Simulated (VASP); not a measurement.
# Si2I (P6_3/mmc) in VASP: a series of runs

The runs below take Si2I through single point, relaxation of cell and atoms, with PBE.

Everything below comes from runs of VASP 6.6.1. Logs are shortened: lines on timing, memory, paths and dates and some standing lists are left out, and cuts for length are marked.

## 1. The cell of the first run

It takes space group P6_3/mmc (No. 194, hexagonal). Conventional cell: a = 5.373 Å, b = 5.373 Å, c = 5.574 Å, α = 90.00°, β = 90.00°, γ = 120.00°. Si (site symmetry -6m2) has 5 I at 2.79 to 3.10 Å and 6 Si at 3.40 Å within 3.7 Å. Si (site symmetry -3m) has 8 Si at 2.79 to 3.40 Å and 6 I at 3.40 Å within 3.7 Å. Within 3.7 Å of I (site symmetry -6m2) lie 11 Si at 2.79 to 3.40 Å.

The cell was generated, and may not be a known phase.

## 2. Single point, PBE

INCAR

```
ALGO = Normal ; EDIFF = 1E-7
ENCUT = 520 ; GGA = PE
ISIF = 2 ; ISMEAR = 0
LASPH = True ; LCHARG = False
LREAL = False ; LWAVE = False
NBANDS = 24 ; NELM = 80
PREC = Accurate ; SIGMA = 0.1
```

KPOINTS

```
k-points
0
Gamma
  12 12 6
```

POSCAR

```
Si2I
1.0
    5.3731904276      0.0000000000      0.0000000000
   -2.6865952138      4.6533194097      0.0000000000
    0.0000000000      0.0000000000      5.5738007383
Si I
4 2
Direct
    0.3333333333      0.6666666667      0.7500000000
    0.6666666667      0.3333333333      0.2500000000
    0.0000000000      0.0000000000      0.0000000000
    0.0000000000      0.0000000000      0.5000000000
    0.3333333333      0.6666666667      0.2500000000
    0.6666666667      0.3333333333      0.7500000000
```

Potentials or basis: VASP PAW PBE potentials, release 64 (Si, I).

Command:

```bash
$ cat potpaw_PBE.64/Si/POTCAR potpaw_PBE.64/I/POTCAR > POTCAR
$ mpirun -np 1 vasp_std > vasp.out
```

OUTCAR:

```text
EDIFF = 1E-7
   ENCUT = 520
   GGA = PE
   ISIF = 2
   ISMEAR = 0
   LASPH = True
   LREAL = False
   NELM = 80
   PREC = Accurate

 ion  position               nearest neighbor table
   1  0.333  0.667  0.750-   5 2.79   5 2.79   6 3.10   6 3.10   6 3.10
   2  0.667  0.333  0.250-   6 2.79   6 2.79   5 3.10   5 3.10   5 3.10
   3  0.000  0.000  0.000-   4 2.79   4 2.79
   4  0.000  0.000  0.500-   3 2.79   3 2.79
   5  0.333  0.667  0.250-   1 2.79   1 2.79   2 3.10   2 3.10   2 3.10
   6  0.667  0.333  0.750-   2 2.79   2 2.79   1 3.10   1 3.10   1 3.10

  LATTYP: Found a hexagonal cell.
 ALAT       =     5.3731904276
 C/A-ratio  =     1.0373354180

  Lattice vectors:

 A1 = (   5.3731904276,   0.0000000000,   0.0000000000)
 A2 = (  -2.6865952138,   4.6533194097,   0.0000000000)
 A3 = (   0.0000000000,   0.0000000000,   5.5738007383)

Analysis of symmetry for initial positions (statically):
=====================================================================
 Subroutine PRICEL returns:
 Original cell was already a primitive cell.

 Routine SETGRP: Setting up the symmetry group for a
 hexagonal supercell.

 Subroutine GETGRP returns: Found 24 space group operations
 (whereof 12 operations were pure point group operations)
 out of a pool of 24 trial point group operations.

The static configuration has the point symmetry D_3d.
 The point group associated with its full space group is D_6h.

Analysis of symmetry for dynamics (positions and initial velocities):
=====================================================================
 Subroutine PRICEL returns:
 Original cell was already a primitive cell.

 Routine SETGRP: Setting up the symmetry group for a
 hexagonal supercell.

 Subroutine GETGRP returns: Found 24 space group operations
 (whereof 12 operations were pure point group operations)
 out of a pool of 24 trial point group operations.

The dynamic configuration has the point symmetry D_3d.
 The point group associated with its full space group is D_6h.

 Subroutine INISYM returns: Found 24 space group operations
 (whereof 12 operations are pure point group operations),
 and found     1 'primitive' translations

----------------------------------------------------------------------------------------

                                     Primitive cell

  volume of cell :     139.3627

  direct lattice vectors                    reciprocal lattice vectors
     5.373190428  0.000000000  0.000000000     0.186109168  0.107450178  0.000000000
    -2.686595214  4.653319410  0.000000000     0.000000000  0.214900356  0.000000000
     0.000000000  0.000000000  5.573800738     0.000000000  0.000000000  0.179410791

  length of vectors
     5.373190428  5.373190428  5.573800738     0.214900356  0.214900356  0.179410791

  position of ions in fractional coordinates (direct lattice)
     0.333333333  0.666666667  0.750000000
     0.666666667  0.333333333  0.250000000
     0.000000000  0.000000000  0.000000000
     0.000000000  0.000000000  0.500000000
     0.333333333  0.666666667  0.250000000
     0.666666667  0.333333333  0.750000000

  ion indices of the primitive-cell ions
   primitive index   ion index
                 1           1
                 2           2
                 3           3
                 4           4
                 5           5
                 6           6

----------------------------------------------------------------------------------------

 KPOINTS: k-points

Automatic generation of k-mesh.
 Grid dimensions read from file:
 generate k-points for:   12   12    6

 Generating k-lattice:

  Cartesian coordinates                     Fractional coordinates (reciprocal lattice)
     0.015509097  0.008954182  0.000000000     0.083333333  0.000000000  0.000000000
     0.000000000  0.017908363  0.000000000     0.000000000  0.083333333  0.000000000
     0.000000000  0.000000000  0.029901799     0.000000000  0.000000000  0.166666667

  Length of vectors
     0.017908363  0.017908363  0.029901799

  Shift w.r.t. Gamma in fractional coordinates (k-lattice)
     0.000000000  0.000000000  0.000000000

 Subroutine IBZKPT returns following result:
 ===========================================

 Found     76 irreducible k-points:

 Following reciprocal coordinates:
            Coordinates               Weight
  0.000000  0.000000  0.000000      1.000000
  0.083333 -0.000000  0.000000      6.000000
  0.166667 -0.000000  0.000000      6.000000
  0.250000 -0.000000  0.000000      6.000000
  0.333333 -0.000000  0.000000      6.000000
  0.416667 -0.000000  0.000000      6.000000
[... 16 lines left out ...]
  0.250000 -0.000000  0.166667     12.000000
  0.333333 -0.000000  0.166667     12.000000
 [... further k-points ...]
   k-points           NKPTS =     76   k-points in BZ     NKDIM =     76   number of bands    NBANDS=     24
   number of dos      NEDOS =    301   number of ions     NIONS =      6
   total plane-waves  NPLWV =  67200
   dimension x,y,z NGX =    40 NGY =   40 NGZ =   42
   dimension x,y,z NGXF=    80 NGYF=   80 NGZF=   84
   ions per type =               4   2
   NGX,Y,Z   is equivalent  to a cutoff of  12.38, 12.38, 12.53 a.u.
   NGXF,Y,Z  is equivalent  to a cutoff of  24.75, 24.75, 25.05 a.u.
 SYSTEM =  unknown system
   PREC   = accura    normal or accurate (medium, high low for compatibility)
   ISTART =      0    job   : 0-new  1-cont  2-samecut
   ICHARG =      2    charge: 1-file 2-atom 10-const
   ISPIN  =      1    spin polarized calculation?
   LNONCOLLINEAR =      F non collinear calculations
   LSORBIT =      F    spin-orbit coupling
   LASPH  =      T    aspherical Exc in radial PAW
   ENCUT  =  520.0 eV  38.22 Ry    6.18 a.u.   9.99  9.99 10.36*2*pi/ulx,y,z
   NELM   =     80;   NELMIN=  2; NELMDL= -5     # of ELM steps
   EDIFF  = 0.1E-06   stopping-criterion for ELM
   LREAL  =      F    real-space projection
   EDIFFG = 0.1E-05   stopping-criterion for IOM
   NSW    =      0    number of steps for IOM
   IBRION =     -1    ionic relax: 0-MD 1-quasi-New 2-CG
   NFREE  =      0    steps in history (QN), initial steepest desc. (CG)
   ISIF   =      2    stress and relaxation
   ISYM   =      2    0-nonsym 1-usesym 2-fastsym
   POTIM  = 0.5000    time-step for ionic-motion
   TEBEG  =    0.0;   TEEND  =   0.0 temperature during run
   PSTRESS=    0.0 pullay stress
   NELECT =      30.0000    total number of electrons
   NUPDOWN=      -1.0000    fix difference up-down
   EMIN   =  10.00;   EMAX   =-10.00  energy-range for DOS
   EFERMI =   0.00;   METHOD = LEGACY
   ISMEAR =     0;   SIGMA  =   0.10  broadening in eV -4-tet -1-fermi 0-gaus
   EFERMI_NEDOS =   21; number of points for ismear=-14 and -15
   IALGO  =     38    algorithm
   IMIX   =      4    mixing-type and parameters
     AMIX     =   0.40;   BMIX     =  1.00
     AMIX_MAG =   1.60;   BMIX_MAG =  1.00
  volume/ion in A,a.u.               =      23.23       156.74
  Fermi-wavevector in a.u.,A,eV,Ry     =   0.981145  1.854095 13.097580  0.962645
  Thomas-Fermi vector in A             =   2.112129
   LORBIT       =      0    0 simple, 1 ext, 2 COOP (PROOUT), +10 PAW based schemes
   GGA     = PE    functional components
   LHFCALC =     F    Hartree Fock is set to
   AEXX    =    0.0000 exact exchange contribution
   IVDW    =     0    specifies the selected vdW correction
   LEPSILON=     F    determine dielectric tensor
   LRPA    =     F    only Hartree local field effects (RPA)
 non-spin polarized calculation
 Gauss-broadening in eV      SIGMA  =   0.10
  energy-cutoff  :      520.00
  volume of cell :      139.36
 maximum number of plane-waves:      3789
 NGX is ok and might be reduce to    40
   NGX = 19   NGY = 19   NGZ = 21

 number of electron      30.0000002 magnetization

 Free energy of the ion-electron system (eV)
  ---------------------------------------------------
  ext. energy  EPLUGINS =         0.00000000
  ---------------------------------------------------
  free energy    TOTEN  =       -18.50882856 eV

  energy without entropy =      -18.48544085  energy(sigma->0) =      -18.49713471

 E-fermi :   7.2443     XC(G=0):  -9.9040

 val. band max:        7.2400869251   @ k =   0.4167   0.1667   0.5000
 cond. band min:       7.2452658841   @ k =   0.4167   0.1667   0.1667
 fundamental gap:      0.0051789590
 Fermi energy:         7.2443445317

 k-point     1 :       0.0000    0.0000    0.0000
  band No.  band energies     occupation
      1      -7.9171      2.00000
      2      -6.6739      2.00000
      3      -0.8954      2.00000
      4      -0.3452      2.00000
      5       0.0358      2.00000
      6       1.7856      2.00000
[... 16 lines left out ...]
     23      11.1288      0.00000
     24      11.4317      0.00000

 k-point     2 :       0.0833   -0.0000    0.0000
  band No.  band energies     occupation
      1      -7.8940      2.00000
      2      -6.6861      2.00000
      3      -0.9796      2.00000
      4      -0.3057      2.00000
      5      -0.0507      2.00000
      6       1.6552      2.00000
[... 16 lines left out ...]
     23      11.0301      0.00000
     24      11.4692      0.00000

 k-point     3 :       0.1667   -0.0000    0.0000
  band No.  band energies     occupation
      1      -7.8266      2.00000
      2      -6.7234      2.00000
      3      -1.2061      2.00000
      4      -0.2225      2.00000
      5      -0.1882      2.00000
      6       1.4057      2.00000
[... 16 lines left out ...]
     23      10.9475      0.00000
     24      11.5970      0.00000
[... 514 lines left out ...]
 k-point    23 :       0.2500   -0.0000    0.1667
  band No.  band energies     occupation
      1      -7.6523      2.00000
      2      -6.8313      2.00000
      3      -1.5314      2.00000
      4      -1.1021      2.00000
      5       0.4307      2.00000
      6       1.1475      2.00000
[... 16 lines left out ...]
     23      11.8607      0.00000
     24      11.9141      0.00000

 k-point    24 :       0.3333   -0.0000    0.1667
  band No.  band energies     occupation
      1      -7.5314      2.00000
      2      -6.8978      2.00000
      3      -1.8039      2.00000
      4      -1.0429      2.00000
      5       0.0607      2.00000
      6       1.0971      2.00000
[... 16 lines left out ...]
     23      11.7521      0.00000
     24      12.3226      0.00000

 [... further k-points ...]
[... 5 lines left out ...]
  --------------------------------------------------------------------------------------
  -------------------------------------------------------------------------------------
  Total        0.0028451      0.0028451     -0.0623505      0.0000000      0.0000000     -0.0000000
  in kB        0.0327084      0.0327084     -0.7168095      0.0000000      0.0000000     -0.0000000
  external PRESSURE =      -0.2171309 kB  Pullay stress =       0.0000000 kB

 VOLUME and BASIS-vectors are now :
 -----------------------------------------------------------------------------
  energy-cutoff  :      520.00
  volume of cell :      139.36
      direct lattice vectors                 reciprocal lattice vectors
     5.373190428  0.000000000  0.000000000     0.186109168  0.107450178  0.000000000
    -2.686595214  4.653319410  0.000000000     0.000000000  0.214900356  0.000000000
     0.000000000  0.000000000  5.573800738     0.000000000  0.000000000  0.179410791

 POSITION                                       TOTAL-FORCE (eV/Angst)
 -----------------------------------------------------------------------------------
     -0.00000      3.10221      4.18035        -0.000000      0.000000      0.000000
      2.68660      1.55111      1.39345        -0.000000     -0.000000      0.000000
      0.00000      0.00000      0.00000        -0.000000     -0.000000      0.000000
      0.00000      0.00000      2.78690        -0.000000     -0.000000      0.000000
     -0.00000      3.10221      1.39345         0.000000     -0.000000      0.000000
      2.68660      1.55111      4.18035        -0.000000      0.000000      0.000000
 -----------------------------------------------------------------------------------
    total drift:                                0.000000     -0.000000      0.000000

  FREE ENERGIE OF THE ION-ELECTRON SYSTEM (eV)
  ---------------------------------------------------
  free  energy   TOTEN  =       -18.5088285581 eV

  energy  without entropy=      -18.4854408545  energy(sigma->0) =      -18.49713471
```

Run time: 3.2 min. Hardware: 1 thread of Intel Xeon Platinum 8488C (Sapphire Rapids), shared host; peak memory 0.36 GiB.

Results:

```yaml
Free_energy: -18.5088 eV
Pressure: 0.0 GPa
Band_gap_on_the_k_mesh: zero (bands 15 and 16 overlap by 2.58 eV)
```

Caveat: spin-orbit coupling is left out, which moves the levels of the heavy elements.

## 3. Single point, PBE

This run uses another cell than the first one, of 23.48 Å³/atom.

INCAR

```
SYSTEM = Si2I
PREC     = Accurate       ! precision mode
ENCUT    = 520            ! plane-wave cutoff, eV
EDIFF    = 1E-6           ! SCF threshold, eV
ISMEAR   = 0              ! smearing method
SIGMA    = 0.1            ! smearing width, eV
LREAL    = .FALSE.        ! projectors in reciprocal space
LASPH    = .TRUE.         ! aspherical terms in the spheres
NELM     = 100            ! most SCF steps
ALGO     = Normal         ! electronic algorithm
ISIF     = 2              ! what is computed and relaxed
LWAVE    = .FALSE.        ! write WAVECAR
LCHARG   = .FALSE.        ! write CHGCAR
GGA      = PE             ! functional
NBANDS   = 24             ! bands
```

KPOINTS

```
Automatic mesh
0
G
  12 12 8
  0 0 0
```

Changes to POSCAR since step 2:

```diff
@@ -2,5 +2,5 @@
 1.0
-    5.3731904276      0.0000000000      0.0000000000
-   -2.6865952138      4.6533194097      0.0000000000
-    0.0000000000      0.0000000000      5.5738007383
+    5.4413023561      0.0000000000      0.0000000000
+   -2.7206511781      4.7123060701      0.0000000000
+    0.0000000000      0.0000000000      5.4949786850
 Si I
```

Potentials or basis: VASP PAW PBE potentials, release 64 (Si, I).

Command:

```bash
$ cat potpaw_PBE.64/Si/POTCAR potpaw_PBE.64/I/POTCAR > POTCAR
$ mpirun -np 1 vasp_std > vasp.out
```

Wall time 2.5 min (1 thread of Intel Xeon Platinum 8488C (Sapphire Rapids), shared host); peak memory 0.4 GiB.

The run converged. Its results:

| Quantity | Value |
| --- | --- |
| Free energy | -18.4992 eV |
| Pressure | -0.1 GPa |
| Band gap on the k mesh | zero (bands 15 and 16 overlap by 2.37 eV) |

Levels at points of the mesh, in eV from the Fermi level:
```tsv
k point	band 12	band 13	band 14	band 15	band 16	band 17	band 18	band 19
(0.00, 0.00, 0.00)	-3.45	-2.41	-1.88	-1.88	0.59	0.59	0.84	0.84
(0.50, 0.00, 0.00)	-2.88	-2.09	-0.04	0.09	0.21	0.25	1.85	1.93
(0.00, 0.00, 0.50)	-2.25	-2.25	-2.25	-2.12	-2.12	0.81	0.81	2.64
(0.50, 0.00, 0.50)	-1.13	-0.51	-0.51	0.21	0.21	0.25	0.25	1.67
```

Caveat: spin-orbit coupling is left out, which moves the levels of the heavy elements.

[end of part 1 of 2]
